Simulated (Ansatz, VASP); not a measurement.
**Ta4W in VASP and in Ansatz**

```
CELL_PARAMETERS angstrom
3.31955 0.00000 0.00000
0.00000 3.31955 0.00000
0.00000 0.00000 22.63910
ATOMIC_POSITIONS crystal
Ta 0.00000 0.00000 0.36202
Ta 0.50000 0.50000 0.42561
Ta 0.50000 0.50000 0.57439
Ta 0.00000 0.00000 0.63798
W 0.00000 0.00000 0.50000
```

Alike in both runs: task single point; functional PBE; k mesh 12 × 12 × 1; occupations fermi-dirac, width 0.08 eV; no spin polarisation.

|  | VASP | Ansatz |
| --- | --- | --- |
| version | VASP 6.6.1 | Ansatz 0.2.0 |
| potentials or method | VASP PAW PBE potentials, release 64 (Ta_pv, W_sv), cutoff 520 eV | all-electron LAPW, scalar-relativistic |

|  | VASP | Ansatz | Ansatz less VASP |
| --- | --- | --- | --- |
| rms of the force components (eV/Å) | 0.421 | 0.423 | +0.0023 |

Ansatz ran all-electron here, and VASP with PAW potentials.

Neither program's run includes spin-orbit coupling.
